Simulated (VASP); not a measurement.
# H (Cmcm) in VASP: further runs

Runs on H. Level: PBE. Tasks: single point.

All numbers are computed with VASP 6.6.1; they aren't measurements. Logs are shortened: lines on timing, memory, paths and dates and some standing lists are left out, and cuts for length are marked.

## Step 1: The cell of the first run

The structure is orthorhombic, space group Cmcm (No. 63). Conventional cell: a = 3.400 Å, b = 5.460 Å, c = 6.495 Å, α = 90.00°, β = 90.00°, γ = 90.00°. Within 1.0 Å of H (site symmetry m) lie 1 H at 0.75 Å.

## Step 2: Single point, PBE (volume scaled by 0.88, then relaxed in part)

File INCAR:

```
SYSTEM = H
PREC = Accurate
ENCUT = 520
EDIFF = 1E-6
ISMEAR = 0
SIGMA = 0.02
LREAL = .False.
LASPH = .True.
NELM = 60
ALGO = Normal
ISIF = 2
LWAVE = .False.
LCHARG = .True.
GGA = PE
LELF = .True.
LVHAR = .True.
NBANDS = 10
```

File KPOINTS:

```
Automatic mesh
0
Gamma
  8 8 4
  0 0 0
```

File POSCAR:

```
H
1.0
    1.6998751640     -2.7299520984      0.0000000000
    1.6998751640      2.7299520984      0.0000000000
    0.0000000000      0.0000000000      6.4952332171
H
4
Direct
    0.5563572196      0.4436427804      0.9669679968
    0.4436427804      0.5563572196      0.0330320032
    0.4436427804      0.5563572196      0.4669679968
    0.5563572196      0.4436427804      0.5330320032
```

Potentials or basis: VASP PAW PBE potentials, release 64 (H).

The run is started by

```sh
$ cat potpaw_PBE.64/H/POTCAR > POTCAR
$ mpirun -np 1 vasp_std > vasp.out
```

OUTCAR:

```text
SYSTEM = H
   PREC = Accurate
   ENCUT = 520
   EDIFF = 1E-6
   ISMEAR = 0
   LREAL = .False.
   LASPH = .True.
   NELM = 60
   ISIF = 2
   GGA = PE

 ion  position               nearest neighbor table
   1  0.556  0.444  0.967-   2 0.75
   2  0.444  0.556  0.033-   1 0.75
   3  0.444  0.556  0.467-   4 0.75
   4  0.556  0.444  0.533-   3 0.75

  LATTYP: Found a base centered orthorhombic cell.
 ALAT       =     3.3997503280
 B/A-ratio  =     1.6059721068
 C/A-ratio  =     1.9105030048

  Lattice vectors:

 A1 = (   1.6998751640,  -2.7299520984,   0.0000000000)
 A2 = (   1.6998751640,   2.7299520984,   0.0000000000)
 A3 = (   0.0000000000,   0.0000000000,   6.4952332171)

Analysis of symmetry for initial positions (statically):
=====================================================================
 Subroutine PRICEL returns:
 Original cell was already a primitive cell.

 Routine SETGRP: Setting up the symmetry group for a
 base centered orthorhombic supercell.

 Subroutine GETGRP returns: Found  8 space group operations
 (whereof  4 operations were pure point group operations)
 out of a pool of  8 trial point group operations.

The static configuration has the point symmetry C_2h.
 The point group associated with its full space group is D_2h.

Analysis of symmetry for dynamics (positions and initial velocities):
=====================================================================
 Subroutine PRICEL returns:
 Original cell was already a primitive cell.

 Routine SETGRP: Setting up the symmetry group for a
 base centered orthorhombic supercell.

 Subroutine GETGRP returns: Found  8 space group operations
 (whereof  4 operations were pure point group operations)
 out of a pool of  8 trial point group operations.

The dynamic configuration has the point symmetry C_2h.
 The point group associated with its full space group is D_2h.

 Subroutine INISYM returns: Found  8 space group operations
 (whereof  4 operations are pure point group operations),
 and found     1 'primitive' translations

----------------------------------------------------------------------------------------

                                     Primitive cell

  volume of cell :      60.2833

  direct lattice vectors                    reciprocal lattice vectors
     1.699875164 -2.729952098  0.000000000     0.294139247 -0.183153397  0.000000000
     1.699875164  2.729952098  0.000000000     0.294139247  0.183153397  0.000000000
     0.000000000  0.000000000  6.495233217     0.000000000  0.000000000  0.153959060

  length of vectors
     3.215931285  3.215931285  6.495233217     0.346501173  0.346501173  0.153959060

  position of ions in fractional coordinates (direct lattice)
     0.556357220  0.443642780  0.966967997
     0.443642780  0.556357220  0.033032003
     0.443642780  0.556357220  0.466967997
     0.556357220  0.443642780  0.533032003

  ion indices of the primitive-cell ions
   primitive index   ion index
                 1           1
                 2           2
                 3           3
                 4           4

----------------------------------------------------------------------------------------

 KPOINTS: Automatic mesh

Automatic generation of k-mesh.
 Grid dimensions read from file:
 generate k-points for:    8    8    4

 Generating k-lattice:

  Cartesian coordinates                     Fractional coordinates (reciprocal lattice)
     0.036767406 -0.022894175  0.000000000     0.125000000 -0.000000000  0.000000000
     0.036767406  0.022894175  0.000000000    -0.000000000  0.125000000  0.000000000
     0.000000000  0.000000000  0.038489765     0.000000000  0.000000000  0.250000000

  Length of vectors
     0.043312647  0.043312647  0.038489765

  Shift w.r.t. Gamma in fractional coordinates (k-lattice)
     0.000000000  0.000000000  0.000000000

 Subroutine IBZKPT returns following result:
 ===========================================

 Found     63 irreducible k-points:

 Following reciprocal coordinates:
            Coordinates               Weight
  0.000000  0.000000  0.000000      1.000000
  0.125000 -0.000000  0.000000      4.000000
  0.250000 -0.000000  0.000000      4.000000
  0.375000  0.000000  0.000000      4.000000
  0.500000 -0.000000  0.000000      2.000000
  0.125000  0.125000  0.000000      2.000000
[... 16 lines left out ...]
  0.125000 -0.000000  0.250000      8.000000
  0.250000 -0.000000  0.250000      8.000000
 [... further k-points ...]
   k-points           NKPTS =     63   k-points in BZ     NKDIM =     63   number of bands    NBANDS=     10
   number of dos      NEDOS =    301   number of ions     NIONS =      4
   total plane-waves  NPLWV =  27648
   dimension x,y,z NGX =    24 NGY =   24 NGZ =   48
   dimension x,y,z NGXF=    48 NGYF=   48 NGZF=   96
   ions per type =               4
   NGX,Y,Z   is equivalent  to a cutoff of  12.41, 12.41, 12.29 a.u.
   NGXF,Y,Z  is equivalent  to a cutoff of  24.81, 24.81, 24.57 a.u.
 SYSTEM =  H
   PREC   = accura    normal or accurate (medium, high low for compatibility)
   ISTART =      0    job   : 0-new  1-cont  2-samecut
   ICHARG =      2    charge: 1-file 2-atom 10-const
   ISPIN  =      1    spin polarized calculation?
   LNONCOLLINEAR =      F non collinear calculations
   LSORBIT =      F    spin-orbit coupling
   LASPH  =      T    aspherical Exc in radial PAW
   ENCUT  =  520.0 eV  38.22 Ry    6.18 a.u.   5.98  5.98 12.08*2*pi/ulx,y,z
   NELM   =     60;   NELMIN=  2; NELMDL= -5     # of ELM steps
   EDIFF  = 0.1E-05   stopping-criterion for ELM
   LREAL  =      F    real-space projection
   EDIFFG = 0.1E-04   stopping-criterion for IOM
   NSW    =      0    number of steps for IOM
   IBRION =     -1    ionic relax: 0-MD 1-quasi-New 2-CG
   NFREE  =      0    steps in history (QN), initial steepest desc. (CG)
   ISIF   =      2    stress and relaxation
   ISYM   =      2    0-nonsym 1-usesym 2-fastsym
   POTIM  = 0.5000    time-step for ionic-motion
   TEBEG  =    0.0;   TEEND  =   0.0 temperature during run
   PSTRESS=    0.0 pullay stress
   NELECT =       4.0000    total number of electrons
   NUPDOWN=      -1.0000    fix difference up-down
   EMIN   =  10.00;   EMAX   =-10.00  energy-range for DOS
   EFERMI =   0.00;   METHOD = LEGACY
   ISMEAR =     0;   SIGMA  =   0.02  broadening in eV -4-tet -1-fermi 0-gaus
   EFERMI_NEDOS =   21; number of points for ismear=-14 and -15
   IALGO  =     38    algorithm
   IMIX   =      4    mixing-type and parameters
     AMIX     =   0.40;   BMIX     =  1.00
     AMIX_MAG =   1.60;   BMIX_MAG =  1.00
  volume/ion in A,a.u.               =      15.07       101.70
  Fermi-wavevector in a.u.,A,eV,Ry     =   0.662770  1.252453  5.976543  0.439264
  Thomas-Fermi vector in A             =   1.735942
   LORBIT       =      0    0 simple, 1 ext, 2 COOP (PROOUT), +10 PAW based schemes
   GGA     = PE    functional components
   LHFCALC =     F    Hartree Fock is set to
   AEXX    =    0.0000 exact exchange contribution
   IVDW    =     0    specifies the selected vdW correction
   LEPSILON=     F    determine dielectric tensor
   LRPA    =     F    only Hartree local field effects (RPA)
 non-spin polarized calculation
 Gauss-broadening in eV      SIGMA  =   0.02
  energy-cutoff  :      520.00
  volume of cell :       60.28
 maximum number of plane-waves:      1656
   NGX = 11   NGY = 11   NGZ = 25

 number of electron       3.9999999 magnetization

 Free energy of the ion-electron system (eV)
  ---------------------------------------------------
  ext. energy  EPLUGINS =         0.00000000
  ---------------------------------------------------
  free energy    TOTEN  =       -13.57055670 eV

  energy without entropy =      -13.57055670  energy(sigma->0) =      -13.57055670

 E-fermi :  -8.5467     XC(G=0):  -4.7065

 val. band max:       -8.6319964985   @ k =   0.5000   0.5000   0.0000
 cond. band min:      -0.0148643867   @ k =   0.0000   0.0000   0.0000
 fundamental gap:      8.6171321118
 Fermi energy:        -8.5467445004

 k-point     1 :       0.0000    0.0000    0.0000
  band No.  band energies     occupation
      1     -10.3510      2.00000
      2      -9.6708      2.00000
      3      -0.0149      0.00000
      4       3.4177      0.00000
      5       6.9413      0.00000
      6       7.8123      0.00000
      7       9.0370      0.00000
      8      11.7299      0.00000
      9      11.9560      0.00000
     10      12.0617      0.00000

 k-point     2 :       0.1250   -0.0000    0.0000
  band No.  band energies     occupation
      1     -10.2252      2.00000
      2      -9.5655      2.00000
      3       0.2333      0.00000
      4       3.1475      0.00000
      5       6.2960      0.00000
      6       7.7465      0.00000
      7       8.3368      0.00000
      8      10.4689      0.00000
      9      11.5625      0.00000
     10      12.6975      0.00000

 k-point     3 :       0.2500   -0.0000    0.0000
  band No.  band energies     occupation
      1      -9.8973      2.00000
      2      -9.2959      2.00000
      3       0.9053      0.00000
      4       2.3976      0.00000
      5       4.7876      0.00000
      6       7.3968      0.00000
      7       7.9776      0.00000
      8       9.1322      0.00000
      9      10.7776      0.00000
     10      11.3647      0.00000
[... 248 lines left out ...]
 k-point    23 :       0.1250   -0.0000    0.2500
  band No.  band energies     occupation
      1     -10.1392      2.00000
      2      -9.6746      2.00000
      3       0.6338      0.00000
      4       2.7219      0.00000
      5       6.2125      0.00000
      6       6.9438      0.00000
      7       8.9776      0.00000
      8      10.2689      0.00000
      9      11.7025      0.00000
     10      13.0887      0.00000

 k-point    24 :       0.2500   -0.0000    0.2500
  band No.  band energies     occupation
      1      -9.8181      2.00000
      2      -9.3940      2.00000
      3       1.2242      0.00000
      4       2.3316      0.00000
      5       4.7032      0.00000
      6       6.1702      0.00000
      7       8.5417      0.00000
      8       9.4329      0.00000
      9      10.6173      0.00000
     10      11.0404      0.00000

 [... further k-points ...]

------------------------ aborting loop because EDIFF is reached ----------------------------------------

  FORCE on cell =-STRESS in cart. coord.  units (eV):
  Direction    XX          YY          ZZ          XY          YZ          ZX
  --------------------------------------------------------------------------------------
  -------------------------------------------------------------------------------------
  Total        0.0003888     -0.0201931     -0.0105497      0.0000000      0.0000000      0.0000000
  in kB        0.0103323     -0.5366818     -0.2803854      0.0000000      0.0000000      0.0000000
  external PRESSURE =      -0.2689116 kB  Pullay stress =       0.0000000 kB

 VOLUME and BASIS-vectors are now :
 -----------------------------------------------------------------------------
  energy-cutoff  :      520.00
  volume of cell :       60.28
      direct lattice vectors                 reciprocal lattice vectors
     1.699875164 -2.729952098  0.000000000     0.294139247 -0.183153397  0.000000000
     1.699875164  2.729952098  0.000000000     0.294139247  0.183153397  0.000000000
     0.000000000  0.000000000  6.495233217     0.000000000  0.000000000  0.153959060

 POSITION                                       TOTAL-FORCE (eV/Angst)
 -----------------------------------------------------------------------------------
      1.69988     -0.30771      6.28068         0.000000      0.009133      0.006377
      1.69988      0.30771      0.21455         0.000000     -0.009133     -0.006377
      1.69988      0.30771      3.03307         0.000000     -0.009133      0.006377
      1.69988     -0.30771      3.46217         0.000000      0.009133     -0.006377
 -----------------------------------------------------------------------------------
    total drift:                                0.000000      0.000000     -0.000000

  FREE ENERGIE OF THE ION-ELECTRON SYSTEM (eV)
  ---------------------------------------------------
  free  energy   TOTEN  =       -13.5705566959 eV

  energy  without entropy=      -13.5705566959  energy(sigma->0) =      -13.57055670
```

Wall time 24 s (1 thread of AMD EPYC 7R43 (Zen 3), shared host); peak memory 0.14 GiB.

What came out:

| Property | Result |
| --- | --- |
| Free energy | -13.5706 eV |
| Pressure | 0.0 GPa |
| Largest force | 0.011 eV/Å |
| Band gap on the k mesh | 8.62 eV, indirect (least direct gap 8.77 eV) |

Forces in eV/Å, atoms in the order of the input:
```
H    0.000  0.009  0.006
H    0.000 -0.009 -0.006
H    0.000 -0.009  0.006
H    0.000  0.009 -0.006
```

Levels at points of the mesh, in eV from the valence-band top:
```csv
k point,band 1,band 2,band 3,band 4,band 5,band 6,band 7
"(0.00, 0.00, 0.00)",-1.72,-1.04,8.62,12.05,15.57,16.44,17.67
"(0.50, 0.00, 0.00)",-0.73,-0.23,9.31,11.66,11.95,14.56,15.74
"(0.50, 0.50, 0.00)",-0.46,0.00,8.77,10.81,12.94,14.77,15.37
"(0.00, 0.00, 0.50)",-1.40,-1.40,10.14,10.14,15.80,15.80,18.56
"(0.50, 0.00, 0.50)",-0.49,-0.49,10.14,10.14,13.42,13.42,16.98
"(0.50, 0.50, 0.50)",-0.24,-0.24,9.55,9.55,14.22,14.22,17.58
```

 A k mesh can miss the band edges.

## Step 3: Single point, PBE (volume scaled by 0.91, then relaxed in part)

File INCAR:

```
SYSTEM = H
  PREC = Accurate
  ENCUT = 520
  EDIFF = 1E-6
  ISMEAR = 0
  SIGMA = 0.02
  LREAL = .False.
  LASPH = .True.
  NELM = 80
  ALGO = Normal
  ISIF = 2
  LWAVE = .False.
  LCHARG = .True.
  GGA = PE
  LELF = .True.
  LVHAR = .True.
  NBANDS = 10
```

KPOINTS is that of step 2.

File POSCAR:

```
H
1.0
    1.7189760549     -2.7601793496      0.0000000000
    1.7189760549      2.7601793496      0.0000000000
    0.0000000000      0.0000000000      6.5692894160
H
4
Direct
    0.5557403735      0.4442596265      0.9673281886
    0.4442596265      0.5557403735      0.0326718114
    0.4442596265      0.5557403735      0.4673281886
    0.5557403735      0.4442596265      0.5326718114
```

Potentials or basis: VASP PAW PBE potentials, release 64 (H).

The run is started by

```sh
$ cat potpaw_PBE.64/H/POTCAR > POTCAR
$ mpirun -np 1 vasp_std > vasp.out
```

Wall time 27 s (1 thread of AMD EPYC 7R43 (Zen 3), shared host); peak memory 0.13 GiB.

Results (log left out):

```yaml
Free_energy: -13.5722 eV
Pressure: -0.1 GPa
Largest_force: 0.011 eV/Å
Band_gap_on_the_k_mesh: 8.67 eV, indirect (least direct gap 8.82 eV)
```

Forces in eV/Å, atoms in the order of the input:
```
H    0.000  0.009  0.006
H    0.000 -0.009 -0.006
H    0.000 -0.009  0.006
H    0.000  0.009 -0.006
```

Levels at points of the mesh, in eV from the valence-band top:
| k point | band 1 | band 2 | band 3 | band 4 | band 5 | band 6 |
| --- | --- | --- | --- | --- | --- | --- |
| (0.00, 0.00, 0.00) | -1.62 | -0.98 | 8.67 | 11.92 | 15.45 | 16.22 |
| (0.50, 0.00, 0.00) | -0.68 | -0.22 | 9.34 | 11.64 | 11.93 | 14.49 |
| (0.50, 0.50, 0.00) | -0.43 | 0.00 | 8.82 | 10.81 | 12.89 | 14.69 |
| (0.00, 0.00, 0.50) | -1.32 | -1.32 | 10.12 | 10.12 | 15.62 | 15.62 |
| (0.50, 0.00, 0.50) | -0.46 | -0.46 | 10.16 | 10.16 | 13.34 | 13.34 |
| (0.50, 0.50, 0.50) | -0.23 | -0.23 | 9.58 | 9.58 | 14.13 | 14.13 |

## Step 4: Single point, PBE (volume scaled by 0.94, then relaxed in part)

File INCAR:

```
SYSTEM = H
  PREC = Accurate
  ENCUT = 520
  EDIFF = 1E-6
  ISMEAR = 0
  SIGMA = 0.02
  LREAL = .FALSE.
  LASPH = .TRUE.
  NELM = 80
  ALGO = Normal
  ISIF = 2
  LWAVE = .FALSE.
  LCHARG = .FALSE.
  GGA = PE
  NBANDS = 10
```

File KPOINTS:

```
regular mesh
0
G
  8 8 4
  0 0 0
```

File POSCAR:

```
H
1.0
    1.7374989397     -2.7904550707      0.0000000000
    1.7374989397      2.7904550707      0.0000000000
    0.0000000000      0.0000000000      6.6406777166
H
4
Direct
    0.5551246354      0.4448753646      0.9676556796
    0.4448753646      0.5551246354      0.0323443204
    0.4448753646      0.5551246354      0.4676556796
    0.5551246354      0.4448753646      0.5323443204
```

The run is started by

```sh
$ cat potpaw_PBE.64/H/POTCAR > POTCAR
$ mpirun -np 1 vasp_std > vasp.out
```

Wall time 25 s (1 thread of AMD EPYC 7R43 (Zen 3), shared host); peak memory 0.14 GiB.

Results (log left out):

- Free energy: -13.5734 eV
- Pressure: -0.1 GPa
- Largest force: 0.011 eV/Å
- Band gap on the k mesh: 8.72 eV, indirect (least direct gap 8.87 eV)

Forces on the atoms (eV/Å):
```
H    0.000  0.009  0.006
H    0.000 -0.009 -0.006
H    0.000 -0.009  0.006
H    0.000  0.009 -0.006
```

Levels at points of the mesh, in eV from the valence-band top:
| k point | band 1 | band 2 | band 3 | band 4 | band 5 | band 6 | band 7 |
| --- | --- | --- | --- | --- | --- | --- | --- |
| (0.00, 0.00, 0.00) | -1.52 | -0.92 | 8.72 | 11.79 | 15.33 | 16.01 | 17.33 |
| (0.50, 0.00, 0.00) | -0.64 | -0.21 | 9.38 | 11.62 | 11.90 | 14.41 | 15.41 |
| (0.50, 0.50, 0.00) | -0.41 | 0.00 | 8.87 | 10.81 | 12.84 | 14.62 | 15.11 |
| (0.00, 0.00, 0.50) | -1.24 | -1.24 | 10.10 | 10.10 | 15.45 | 15.45 | 18.17 |
| (0.50, 0.00, 0.50) | -0.43 | -0.43 | 10.17 | 10.17 | 13.27 | 13.27 | 16.67 |
| (0.50, 0.50, 0.50) | -0.21 | -0.21 | 9.61 | 9.61 | 14.04 | 14.04 | 17.28 |

## Step 5: Single point, PBE (volume scaled by 0.97, then relaxed in part)

File INCAR:

```
ALGO = Normal
EDIFF = 1E-7
ENCUT = 520
GGA = PE
ISIF = 2
ISMEAR = 0
LASPH = T
LCHARG = F
LREAL = F
LWAVE = F
NBANDS = 10
NELM = 100
PREC = Accurate
SIGMA = 0.02
```

File KPOINTS:

```
k-points
0
Gamma
  8 8 4
```

File POSCAR:

```
H
1.0
    1.7554976119     -2.8208360310      0.0000000000
    1.7554976119      2.8208360310      0.0000000000
    0.0000000000      0.0000000000      6.7093088089
H
4
Direct
    0.5545335722      0.4454664278      0.9679800516
    0.4454664278      0.5545335722      0.0320199484
    0.4454664278      0.5545335722      0.4679800516
    0.5545335722      0.4454664278      0.5320199484
```

The run is started by

```sh
$ cat potpaw_PBE.64/H/POTCAR > POTCAR
$ mpirun -np 1 vasp_std > vasp.out
```

Wall time 34 s (1 thread of AMD EPYC 7R43 (Zen 3), shared host); peak memory 0.15 GiB.

It converged, with:

```
Free energy            : -13.5743 eV
Pressure               : -0.1 GPa
Largest force          : 0.011 eV/Å
Band gap on the k mesh : 8.76 eV, indirect (least direct gap 8.91 eV)
```

Forces in eV/Å, atoms in the order of the input:
```
H    0.000  0.009  0.006
H    0.000 -0.009 -0.006
H    0.000 -0.009  0.006
H    0.000  0.009 -0.006
```

Levels at points of the mesh, in eV from the valence-band top:
```csv
k point,band 1,band 2,band 3,band 4,band 5,band 6
"(0.00, 0.00, 0.00)",-1.44,-0.87,8.76,11.68,15.23,15.81
"(0.50, 0.00, 0.00)",-0.61,-0.20,9.41,11.61,11.87,14.35
"(0.50, 0.50, 0.00)",-0.38,0.00,8.91,10.81,12.79,14.54
"(0.00, 0.00, 0.50)",-1.17,-1.17,10.09,10.09,15.29,15.29
"(0.50, 0.00, 0.50)",-0.41,-0.41,10.19,10.19,13.20,13.20
"(0.50, 0.50, 0.50)",-0.20,-0.20,9.64,9.64,13.95,13.95
```

## Step 6: Overview

| cell | gap on the mesh (eV) | pressure (GPa) | largest force (eV/Å) |
| --- | --- | --- | --- |
| a = 3.216, b = 3.216, c = 6.495 Å, angles 90.0, 90.0, 116.2°, 4 atoms | 8.62 | 0.0 | 0.01 |
| a = 3.252, b = 3.252, c = 6.569 Å, angles 90.0, 90.0, 116.2°, 4 atoms | 8.67 | -0.1 | 0.01 |
| a = 3.287, b = 3.287, c = 6.641 Å, angles 90.0, 90.0, 116.2°, 4 atoms | 8.72 | -0.1 | 0.01 |
| a = 3.322, b = 3.322, c = 6.709 Å, angles 90.0, 90.0, 116.2°, 4 atoms | 8.76 | -0.1 | 0.01 |

Alike in all rows: task single point; level PBE; potentials or basis VASP PAW PBE potentials, release 64 (H); no spin polarisation; k mesh 8 × 8 × 4; cutoff (eV) 520; smearing gaussian 0.02 eV.

Total energies depend on the potentials used, so only differences within one code and one set of settings carry meaning.
